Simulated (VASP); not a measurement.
# H19C2NO8 in VASP: a series of runs

Runs on H19C2NO8. Level: PBE+D3(BJ). Tasks: single point.

Everything below comes from runs of VASP 6.6.1. Logs are shortened: lines on timing, memory, paths and dates and some standing lists are left out, and cuts for length are marked.

### 1 The cell of the first run

The cell holds an amorphous packing of atoms, 30 atoms: a = 6.889 Å, b = 6.889 Å, c = 6.889 Å, α = 90.00°, β = 90.00°, γ = 90.00°.

### 2 Single point, PBE+D3(BJ)

Input file INCAR:

```
SYSTEM = H19C2NO8
PREC     = Accurate       ! precision mode
ENCUT    = 520            ! plane-wave cutoff, eV
EDIFF    = 1E-6           ! SCF threshold, eV
ISMEAR   = -1             ! smearing method
SIGMA    = 0.02           ! smearing width, eV
LREAL    = .False.        ! projectors in reciprocal space
LASPH    = .True.         ! aspherical terms in the spheres
NELM     = 120            ! most SCF steps
ALGO     = Normal         ! electronic algorithm
ISIF     = 2              ! what is computed and relaxed
LWAVE    = .False.        ! write WAVECAR
LCHARG   = .False.        ! write CHGCAR
GGA      = PE             ! functional
IVDW     = 12             ! dispersion correction
NBANDS   = 61             ! bands
GGA_COMPAT= .False.
```

Input file KPOINTS:

```
Automatic mesh
0
Gamma
  1 1 1
  0 0 0
```

Input file POSCAR:

```
H19C2NO8
1.0
    6.8894190000      0.0000000000      0.0000000000
    0.0000000000      6.8894190000      0.0000000000
    0.0000000000      0.0000000000      6.8894190000
O H C N
8 19 2 1
Direct
    0.0164745387      0.2237198812      0.6686050014
    0.9137635554      0.8868817530      0.9247078745
    0.5291883104      0.6107917083      0.0323104169
    0.5170537603      0.1501287699      0.6167283482
    0.4479623028      0.1012276942      0.0984553269
    0.3063973900      0.7634315753      0.7275940105
    0.1423922685      0.5015081823      0.4152599806
    0.8624529877      0.4052736522      0.1944576168
   -0.0593228544      0.3559226112      0.6641343777
    0.1260483649      0.2537078961      0.5827341899
    0.9138506455      0.9738557054      0.8099086440
    0.9846403594      0.9612857049      1.0256597835
    0.4577018759      0.5168505501     -0.0401630384
    0.6102836828      0.6958351640     -0.0523121035
    0.5041934596      0.0403081885      0.7094067003
    0.6565575414      0.1815537711      0.6179185792
    0.4183081331     -0.0403227036      0.1019679599
    0.4467575568      0.1574153060     -0.0307137656
    0.2471035656      0.7360127175      0.6005731398
    0.1994072359      0.8658640155      0.7662039426
    0.2311080223      0.3951712038      0.3794224157
    0.0315120912      0.4464962866      0.3386932918
    0.7945662762      0.4782551330      0.1034920361
    0.8064105261      0.2815767193      0.1500271648
    0.8097489788      0.7793545435      0.3968694603
    0.5489722718      0.7470005816      0.3481135347
    0.6031713269      0.8910330465      0.5379263476
    0.6528562133      0.7720534925      0.4563810098
    0.6699113525      0.6119093642      0.5798021575
    0.7001461226      0.4664399131      0.6626538464
```

Potentials or basis: VASP PAW PBE potentials, release 64 (O, H, C, N).

Run with:

```bash
cat potpaw_PBE.64/O/POTCAR potpaw_PBE.64/H/POTCAR potpaw_PBE.64/C/POTCAR potpaw_PBE.64/N/POTCAR > POTCAR
mpirun -np 1 vasp_gam > vasp.out
```

OUTCAR:

```text
SYSTEM = H19C2NO8
   PREC = Accurate
   ENCUT = 520
   EDIFF = 1E-6
   ISMEAR = -1
   LREAL = .False.
   LASPH = .True.
   NELM = 120
   ISIF = 2
   GGA = PE
   IVDW = 12
 IVDW          = 12

 ion  position               nearest neighbor table
   1  0.016  0.224  0.669-  10 0.98   9 1.05
   2  0.914  0.887  0.925-  11 0.99  12 0.99
   3  0.529  0.611  0.032-  13 0.95  14 1.00
   4  0.517  0.150  0.617-  16 0.99  15 0.99
   5  0.448  0.101  0.098-  18 0.97  17 1.00
   6  0.306  0.763  0.728-  19 0.98  20 1.05
   7  0.142  0.502  0.415-  21 0.99  22 1.00
   8  0.862  0.405  0.194-  23 0.93  24 0.98
   9  0.941  0.356  0.664-   1 1.05
  10  0.126  0.254  0.583-   1 0.98
  11  0.914  0.974  0.810-   2 0.99
  12  0.985  0.961  0.026-   2 0.99
  13  0.458  0.517  0.960-   3 0.95
  14  0.610  0.696  0.948-   3 1.00
[... 11 lines left out ...]
  26  0.549  0.747  0.348-  28 1.05
  27  0.603  0.891  0.538-  28 1.05
  28  0.653  0.772  0.456-  26 1.05  27 1.05  25 1.16  29 1.40
  29  0.670  0.612  0.580-  30 1.17  28 1.40
  30  0.700  0.466  0.663-  29 1.17

  LATTYP: Found a simple cubic cell.
 ALAT       =     6.8894190000

  Lattice vectors:

 A1 = (   6.8894190000,   0.0000000000,   0.0000000000)
 A2 = (   0.0000000000,   6.8894190000,   0.0000000000)
 A3 = (   0.0000000000,   0.0000000000,   6.8894190000)

Analysis of symmetry for initial positions (statically):
=====================================================================
 Subroutine PRICEL returns:
 Original cell was already a primitive cell.

 Routine SETGRP: Setting up the symmetry group for a
 simple cubic supercell.

 Subroutine GETGRP returns: Found  1 space group operations
 (whereof  1 operations were pure point group operations)
 out of a pool of 48 trial point group operations.

The static configuration has the point symmetry C_1 .

Analysis of symmetry for dynamics (positions and initial velocities):
=====================================================================
 Subroutine PRICEL returns:
 Original cell was already a primitive cell.

 Routine SETGRP: Setting up the symmetry group for a
 simple cubic supercell.

 Subroutine GETGRP returns: Found  1 space group operations
 (whereof  1 operations were pure point group operations)
 out of a pool of 48 trial point group operations.

The dynamic configuration has the point symmetry C_1 .

 Subroutine INISYM returns: Found  1 space group operations
 (whereof  1 operations are pure point group operations),
 and found     1 'primitive' translations

----------------------------------------------------------------------------------------

                                     Primitive cell

  volume of cell :     327.0000

  direct lattice vectors                    reciprocal lattice vectors
     6.889419000  0.000000000  0.000000000     0.145150121  0.000000000  0.000000000
     0.000000000  6.889419000  0.000000000     0.000000000  0.145150121  0.000000000
     0.000000000  0.000000000  6.889419000     0.000000000  0.000000000  0.145150121

  length of vectors
     6.889419000  6.889419000  6.889419000     0.145150121  0.145150121  0.145150121

  position of ions in fractional coordinates (direct lattice)
     0.016474539  0.223719881  0.668605001
     0.913763555  0.886881753  0.924707875
     0.529188310  0.610791708  0.032310417
     0.517053760  0.150128770  0.616728348
     0.447962303  0.101227694  0.098455327
     0.306397390  0.763431575  0.727594010
[... 22 lines left out ...]
     0.669911353  0.611909364  0.579802157
     0.700146123  0.466439913  0.662653846

  ion indices of the primitive-cell ions
   primitive index   ion index
                 1           1
                 2           2
                 3           3
                 4           4
                 5           5
                 6           6
[... 22 lines left out ...]
                29          29
                30          30

----------------------------------------------------------------------------------------

 KPOINTS: Automatic mesh

Automatic generation of k-mesh.
 Grid dimensions read from file:
 generate k-points for:    1    1    1

 Generating k-lattice:

  Cartesian coordinates                     Fractional coordinates (reciprocal lattice)
     0.145150121  0.000000000  0.000000000     1.000000000  0.000000000  0.000000000
     0.000000000  0.145150121  0.000000000     0.000000000  1.000000000  0.000000000
     0.000000000  0.000000000  0.145150121     0.000000000  0.000000000  1.000000000

  Length of vectors
     0.145150121  0.145150121  0.145150121

  Shift w.r.t. Gamma in fractional coordinates (k-lattice)
     0.000000000  0.000000000  0.000000000

 Subroutine IBZKPT returns following result:
 ===========================================

 Found      1 irreducible k-points:

 Following reciprocal coordinates:
            Coordinates               Weight
  0.000000  0.000000  0.000000      1.000000
   k-points           NKPTS =      1   k-points in BZ     NKDIM =      1   number of bands    NBANDS=     61
   number of dos      NEDOS =    301   number of ions     NIONS =     30
   total plane-waves  NPLWV = 157464
   dimension x,y,z NGX =    54 NGY =   54 NGZ =   54
   dimension x,y,z NGXF=   108 NGYF=  108 NGZF=  108
   ions per type =               8  19   2   1
   NGX,Y,Z   is equivalent  to a cutoff of  13.03, 13.03, 13.03 a.u.
   NGXF,Y,Z  is equivalent  to a cutoff of  26.06, 26.06, 26.06 a.u.
 SYSTEM =  H19C2NO8
   PREC   = accura    normal or accurate (medium, high low for compatibility)
   ISTART =      0    job   : 0-new  1-cont  2-samecut
   ICHARG =      2    charge: 1-file 2-atom 10-const
   ISPIN  =      1    spin polarized calculation?
   LNONCOLLINEAR =      F non collinear calculations
   LSORBIT =      F    spin-orbit coupling
   LASPH  =      T    aspherical Exc in radial PAW
   ENCUT  =  520.0 eV  38.22 Ry    6.18 a.u.  12.81 12.81 12.81*2*pi/ulx,y,z
   NELM   =    120;   NELMIN=  2; NELMDL= -5     # of ELM steps
   EDIFF  = 0.1E-05   stopping-criterion for ELM
   LREAL  =      F    real-space projection
   EDIFFG = 0.1E-04   stopping-criterion for IOM
   NSW    =      0    number of steps for IOM
   IBRION =     -1    ionic relax: 0-MD 1-quasi-New 2-CG
   NFREE  =      0    steps in history (QN), initial steepest desc. (CG)
   ISIF   =      2    stress and relaxation
   ISYM   =      2    0-nonsym 1-usesym 2-fastsym
   POTIM  = 0.5000    time-step for ionic-motion
   TEBEG  =    0.0;   TEEND  =   0.0 temperature during run
   PSTRESS=    0.0 pullay stress
   NELECT =      80.0000    total number of electrons
   NUPDOWN=      -1.0000    fix difference up-down
   EMIN   =  10.00;   EMAX   =-10.00  energy-range for DOS
   EFERMI =   0.00;   METHOD = LEGACY
   ISMEAR =    -1;   SIGMA  =   0.02  broadening in eV -4-tet -1-fermi 0-gaus
   EFERMI_NEDOS =   21; number of points for ismear=-14 and -15
   IALGO  =     38    algorithm
   IMIX   =      4    mixing-type and parameters
     AMIX     =   0.40;   BMIX     =  1.00
     AMIX_MAG =   1.60;   BMIX_MAG =  1.00
  volume/ion in A,a.u.               =      10.90        73.56
  Fermi-wavevector in a.u.,A,eV,Ry     =   1.023895  1.934882 14.263826  1.048362
  Thomas-Fermi vector in A             =   2.157653
   LORBIT       =      0    0 simple, 1 ext, 2 COOP (PROOUT), +10 PAW based schemes
   GGA     = PE    functional components
   LHFCALC =     F    Hartree Fock is set to
   AEXX    =    0.0000 exact exchange contribution
   IVDW    =    12    specifies the selected vdW correction
   LEPSILON=     F    determine dielectric tensor
   LRPA    =     F    only Hartree local field effects (RPA)
 non-spin polarized calculation
  energy-cutoff  :      520.00
  volume of cell :      327.00
 maximum number of plane-waves:      4415
 NGX is ok and might be reduce to    50
   NGX = 25   NGY = 25   NGZ = 25

 number of electron      80.0000002 magnetization

 Free energy of the ion-electron system (eV)
  ---------------------------------------------------
  ext. energy  EPLUGINS =         0.00000000
  ---------------------------------------------------
  free energy    TOTEN  =      -150.85854493 eV

  energy without entropy =     -150.85854493  energy(sigma->0) =     -150.85854493

 E-fermi :  -2.9991     XC(G=0):  -6.6940

 val. band max:       -3.5439488570   @ k =   0.0000   0.0000   0.0000
 cond. band min:       0.7123518214   @ k =   0.0000   0.0000   0.0000
 fundamental gap:      4.2563006784
 Fermi energy:        -2.9990529459

 k-point     1 :       0.0000    0.0000    0.0000
  band No.  band energies     occupation
      1     -22.8676      2.00000
      2     -22.2874      2.00000
      3     -22.0816      2.00000
      4     -21.9415      2.00000
      5     -21.9093      2.00000
      6     -21.7674      2.00000
[... 44 lines left out ...]
     51       5.4976      0.00000
     52       5.6604      0.00000
 [bands above 52 left out]

------------------------ aborting loop because EDIFF is reached ----------------------------------------

 Edisp (eV)   -1.09319

 E8    (eV) :    -0.2359

  FORCE on cell =-STRESS in cart. coord.  units (eV):
  Direction    XX          YY          ZZ          XY          YZ          ZX
  --------------------------------------------------------------------------------------
  -------------------------------------------------------------------------------------
  Total      -2.61445    -0.33747     4.56842     0.06545     0.10468     2.52908
  in kB     -12.80984    -1.65348    22.38356     0.32066     0.51290    12.39154
  external pressure =        2.64 kB  Pullay stress =        0.00 kB

 VOLUME and BASIS-vectors are now :
 -----------------------------------------------------------------------------
  energy-cutoff  :      520.00
  volume of cell :      327.00
      direct lattice vectors                 reciprocal lattice vectors
     6.889419000  0.000000000  0.000000000     0.145150121  0.000000000  0.000000000
     0.000000000  6.889419000  0.000000000     0.000000000  0.145150121  0.000000000
     0.000000000  0.000000000  6.889419000     0.000000000  0.000000000  0.145150121

 POSITION                                       TOTAL-FORCE (eV/Angst)
 -----------------------------------------------------------------------------------
      0.11350      1.54130      4.60630        -0.850190      1.451222     -0.006800
      6.29530      6.11010      6.37070         0.297625      0.600948      0.026982
      3.64580      4.20800      0.22260         1.447935      1.327005      1.034269
      3.56220      1.03430      4.24890         0.044033     -0.945835      0.780786
      3.08620      0.69740      0.67830        -0.107769     -0.542616      0.870395
      2.11090      5.25960      5.01270        -2.508248      2.495226      0.054763
[... 22 lines left out ...]
      4.61530      4.21570      3.99450         0.230843     -2.589550      0.747241
      4.82360      3.21350      4.56530         0.138537      1.494087      0.132928
 -----------------------------------------------------------------------------------
    total drift:                               -0.000379     -0.001334      0.002251

  FREE ENERGIE OF THE ION-ELECTRON SYSTEM (eV)
  ---------------------------------------------------
  free  energy   TOTEN  =      -151.9517331628 eV

  energy  without entropy=     -151.9517331628  energy(sigma->0) =     -151.95173316
```

Run time: 35 s. Hardware: 1 thread of Intel Xeon Platinum 8559C (Emerald Rapids), shared host; peak memory 0.4 GiB.

Results:

| Item | Value |
| --- | --- |
| Free energy | -151.9517 eV |
| Pressure | 0.3 GPa |
| Largest force | 3.538 eV/Å |
| Band gap on the k mesh | 4.26 eV |
| Dispersion energy per atom | -0.036 eV |

Forces on the atoms (eV/Å):
```
O   -0.850  1.451 -0.007
O    0.298  0.601  0.027
O    1.448  1.327  1.034
O    0.044 -0.946  0.781
O   -0.108 -0.543  0.870
O   -2.508  2.495  0.055
O    0.497 -1.034 -0.467
O    0.263 -2.674  0.544
H    0.900 -2.170  0.245
H   -0.239 -0.093  0.436
H    0.147  0.096  0.555
H   -0.468 -0.377 -0.698
H   -0.285  0.006 -1.014
H   -0.906 -1.055  0.234
H   -0.166  0.507 -0.582
H   -0.561  0.269  0.048
H    0.264  1.140 -0.723
H   -0.228 -0.612 -0.219
H    0.410 -0.734 -0.104
H    1.896 -1.862  0.026
H    0.669  0.777  0.217
H   -0.292  0.945  0.040
H   -1.307  2.597 -1.594
H    0.393 -0.270  0.819
H   -1.548  0.602  0.141
H   -0.964 -0.449 -1.526
H    0.003  1.530  0.355
C    2.829 -0.429 -0.372
C    0.231 -2.590  0.747
N    0.139  1.494  0.133
```

Levels at points of the mesh, in eV from the valence-band top:
```tsv
k point	band 37	band 38	band 39	band 40	band 41	band 42	band 43	band 44
(0.00, 0.00, 0.00)	-0.29	-0.21	-0.09	0.00	4.26	5.86	6.16	7.14
```

Caveat: the k points lie up to 0.91 Å⁻¹ apart.

(Part 1 of 2 ends here.)
